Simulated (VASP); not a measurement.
# Fe3I (Pm-3m) in VASP: notebook, part 2 of 2

VASP 6.6.1. Earlier steps stand in the parts before.

**5. Single point, PBE, collinear spin, ferromagnetic start**

This run uses another cell than the first one, of 15.08 Å³/atom, 0.993 times its volume.

File INCAR:

```
SYSTEM = Fe3I
PREC = Accurate ; ENCUT = 520
EDIFF = 1E-6 ; ISMEAR = 0
SIGMA = 0.1 ; LREAL = .False.
LASPH = .True. ; NELM = 150
ALGO = Normal ; ISIF = 2
LWAVE = .False. ; LCHARG = .False.
ISPIN = 2 ; MAGMOM = 3.02 3.02 3.02 0
LORBIT = 11 ; LMAXMIX = 4
GGA = PE ; NBANDS = 28
```

File KPOINTS:

```
Automatic mesh
0
Gamma
  12 12 12
  0 0 0
```

File POSCAR:

```
Fe3I
1.0
    3.9215399159      0.0000000000      0.0000000000
    0.0000000000      3.9215399159      0.0000000000
    0.0000000000      0.0000000000      3.9215399159
Fe I
3 1
Direct
    0.0000000000      0.5000000000      0.5000000000
    0.5000000000      0.0000000000      0.5000000000
    0.5000000000      0.5000000000      0.0000000000
    0.0000000000      0.0000000000      0.0000000000
```

Potentials or basis: VASP PAW PBE potentials, release 64 (Fe, I).

Run with:

```console
> cat potpaw_PBE.64/Fe/POTCAR potpaw_PBE.64/I/POTCAR > POTCAR
> mpirun -np 1 vasp_std > vasp.out
```

OUTCAR:

```text
SYSTEM = Fe3I
   PREC = Accurate
   ENCUT = 520
   EDIFF = 1E-6
   ISMEAR = 0
   LREAL = .False.
   LASPH = .True.
   NELM = 150
   ISIF = 2
   ISPIN = 2
   LORBIT = 11
   GGA = PE

 ion  position               nearest neighbor table
   1  0.000  0.500  0.500-   2 2.77   3 2.77   4 2.77   3 2.77   4 2.77   2 2.77   4 2.77   4 2.77
                             2 2.77   3 2.77   3 2.77   2 2.77
   2  0.500  0.000  0.500-   1 2.77   3 2.77   4 2.77   3 2.77   4 2.77   1 2.77   3 2.77   3 2.77
                             1 2.77   4 2.77   4 2.77   1 2.77
   3  0.500  0.500  0.000-   1 2.77   2 2.77   4 2.77   1 2.77   2 2.77   2 2.77   4 2.77   2 2.77
                             1 2.77   4 2.77   1 2.77   4 2.77
   4  0.000  0.000  0.000-   1 2.77   2 2.77   3 2.77   1 2.77   2 2.77   1 2.77   3 2.77   1 2.77
                             2 2.77   3 2.77   2 2.77   3 2.77

  LATTYP: Found a simple cubic cell.
 ALAT       =     3.9215399159

  Lattice vectors:

 A1 = (   3.9215399159,   0.0000000000,   0.0000000000)
 A2 = (   0.0000000000,   3.9215399159,   0.0000000000)
 A3 = (   0.0000000000,   0.0000000000,   3.9215399159)

Analysis of symmetry for initial positions (statically):
=====================================================================
 Subroutine PRICEL returns:
 Original cell was already a primitive cell.

 Routine SETGRP: Setting up the symmetry group for a
 simple cubic supercell.

 Subroutine GETGRP returns: Found 48 space group operations
 (whereof 48 operations were pure point group operations)
 out of a pool of 48 trial point group operations.

The static configuration has the point symmetry O_h .

Analysis of symmetry for dynamics (positions and initial velocities):
=====================================================================
 Subroutine PRICEL returns:
 Original cell was already a primitive cell.

 Routine SETGRP: Setting up the symmetry group for a
 simple cubic supercell.

 Subroutine GETGRP returns: Found 48 space group operations
 (whereof 48 operations were pure point group operations)
 out of a pool of 48 trial point group operations.

The dynamic configuration has the point symmetry O_h .

Analysis of structural, dynamic, and magnetic symmetry:
[... 171 lines left out ...]
 spin component 1

 k-point     1 :       0.0000    0.0000    0.0000
  band No.  band energies     occupation
      1      -8.1635      1.00000
      2       3.1328      1.00000
      3       3.1328      1.00000
      4       3.1328      1.00000
      5       3.1756      1.00000
      6       4.0640      1.00000
[... 709 lines left out ...]
     26      16.6556      0.00000
     27      17.2951      0.00000

 [... further k-points ...]

 spin component 2

 k-point     1 :       0.0000    0.0000    0.0000
  band No.  band energies     occupation
      1      -8.0328      1.00000
      2       3.2592      1.00000
      3       3.2592      1.00000
      4       3.2592      1.00000
      5       4.1411      1.00000
      6       5.3981      1.00000
[... 709 lines left out ...]
     26      17.3503      0.00000
     27      17.9165      0.00000

 [... further k-points ...]

 [bands above 27 left out]

------------------------ aborting loop because EDIFF is reached ----------------------------------------

  FORCE on cell =-STRESS in cart. coord.  units (eV):
  Direction    XX          YY          ZZ          XY          YZ          ZX
  --------------------------------------------------------------------------------------
  -------------------------------------------------------------------------------------
  Total       -0.0626277     -0.0626277     -0.0626277      0.0000000      0.0000000      0.0000000
  in kB       -1.6638221     -1.6638221     -1.6638221      0.0000000      0.0000000      0.0000000
  external PRESSURE =      -1.6638221 kB  Pullay stress =       0.0000000 kB

 VOLUME and BASIS-vectors are now :
 -----------------------------------------------------------------------------
  energy-cutoff  :      520.00
  volume of cell :       60.31
      direct lattice vectors                 reciprocal lattice vectors
     3.921539916  0.000000000  0.000000000     0.255001867  0.000000000  0.000000000
     0.000000000  3.921539916  0.000000000     0.000000000  0.255001867  0.000000000
     0.000000000  0.000000000  3.921539916     0.000000000  0.000000000  0.255001867

 POSITION                                       TOTAL-FORCE (eV/Angst)
 -----------------------------------------------------------------------------------
      0.00000      1.96077      1.96077         0.000000      0.000000      0.000000
      1.96077      0.00000      1.96077         0.000000      0.000000      0.000000
      1.96077      1.96077      0.00000         0.000000      0.000000      0.000000
      0.00000      0.00000      0.00000         0.000000      0.000000      0.000000
 -----------------------------------------------------------------------------------
    total drift:                                0.000000      0.000000     -0.000000

  FREE ENERGIE OF THE ION-ELECTRON SYSTEM (eV)
  ---------------------------------------------------
  free  energy   TOTEN  =       -23.2890174629 eV

  energy  without entropy=      -23.2688550842  energy(sigma->0) =      -23.27893627

 total charge

# of ion       s       p       d       tot
------------------------------------------
    1        0.364   0.362   6.280   7.005
    2        0.364   0.362   6.280   7.005
    3        0.364   0.362   6.280   7.005
    4        1.506   2.575   0.226   4.307
--------------------------------------------------
tot          2.597   3.661  19.065  25.323

 magnetization (x)

# of ion       s       p       d       tot
------------------------------------------
    1        0.003  -0.002   2.687   2.687
    2        0.003  -0.002   2.687   2.687
    3        0.003  -0.002   2.687   2.687
    4        0.045   0.085  -0.021   0.108
--------------------------------------------------
tot          0.053   0.077   8.039   8.170
```

stdout:

```text
POSCAR found type information on POSCAR FeI
 POSCAR found :  2 types and       4 ions
 scaLAPACK will be used
 LDA part: xc-table for (Slater+PW92), standard interpolation
 POSCAR, INCAR and KPOINTS ok, starting setup
 FFT: planning ... GRIDC
 FFT: planning ... GRID_SOFT
 FFT: planning ... GRID
 WAVECAR not read
 entering main loop
```

Wall time 2.3 min (1 thread of AMD EPYC 9R45 (Zen 5), shared host); peak memory 0.3 GiB.

Results:

| Quantity | Value |
| --- | --- |
| Free energy | -23.2890 eV |
| Pressure | -0.2 GPa |
| Net moment | 8.20 μB per cell |
| Site moments | Fe +2.69; I +0.11 μB |
| Valence electrons inside the program's atomic spheres | Fe 7.00; I 4.31 |

Levels at points of the mesh, in eV from the Fermi level:
Spin up:
| k point | band 16 | band 17 | band 18 | band 19 | band 20 | band 21 | band 22 | band 23 | band 24 | band 25 |
| --- | --- | --- | --- | --- | --- | --- | --- | --- | --- | --- |
| (0.00, 0.00, 0.00) | -1.70 | -1.33 | -1.12 | -1.12 | -1.12 | 3.70 | 3.70 | 5.59 | 5.59 | 5.59 |
| (0.50, 0.00, 0.00) | -1.79 | -1.12 | -0.92 | -0.92 | -0.55 | 2.81 | 2.94 | 2.94 | 3.53 | 6.27 |
| (0.50, 0.50, 0.00) | -2.34 | -1.89 | -1.08 | -1.08 | 0.10 | 1.59 | 4.82 | 4.82 | 5.27 | 5.27 |
| (0.50, 0.50, 0.50) | -2.51 | -1.29 | -1.29 | -1.29 | -1.18 | 1.81 | 1.81 | 1.81 | 9.27 | 9.27 |
Spin down:
| k point | band 7 | band 8 | band 9 | band 10 | band 11 | band 12 | band 13 | band 14 | band 15 | band 16 |
| --- | --- | --- | --- | --- | --- | --- | --- | --- | --- | --- |
| (0.00, 0.00, 0.00) | -3.17 | -2.06 | -2.06 | -2.06 | 0.16 | 0.17 | 0.17 | 0.17 | 1.07 | 1.11 |
| (0.50, 0.00, 0.00) | -1.63 | -1.08 | -1.08 | -0.83 | -0.38 | -0.20 | -0.05 | -0.05 | 0.12 | 0.42 |
| (0.50, 0.50, 0.00) | -1.45 | -1.45 | -0.92 | -0.92 | -0.17 | -0.14 | 0.11 | 0.11 | 0.29 | 0.49 |
| (0.50, 0.50, 0.50) | -3.45 | -1.09 | -0.77 | -0.77 | -0.77 | 0.24 | 0.24 | 0.24 | 0.40 | 0.58 |

Caveat: spin-orbit coupling is left out, which moves the levels of the heavy elements.

**6. Overview**

```tsv
task	cell	k mesh	cutoff (eV)	gap on the mesh (eV)	pressure (GPa)	moment (μB)
single point	a = 3.931 Å, 4 atoms	4 × 4 × 4	520	none	-0.2	8.30
single point	a = 4.188 Å, 4 atoms	4 × 4 × 4	520	none	-11.6	8.76
relaxation of cell and atoms	relaxed from a = 4.188 Å, 4 atoms	4 × 4 × 4	600	none	0.1	8.29
single point	a = 3.922 Å, 4 atoms	12 × 12 × 12	520	none	-0.2	8.20
```

Alike in all rows: level PBE; potentials or basis VASP PAW PBE potentials, release 64 (Fe, I); spin collinear, ferromagnetic start; smearing gaussian 0.1 eV.

Caveats: some runs use coarse meshes; spin-orbit coupling is left out, which moves the levels of the heavy elements; the volume moved by over 15 % at a fixed basis, so the end points are rough (some runs).

Absolute energies hang on the potentials; compare differences alone.
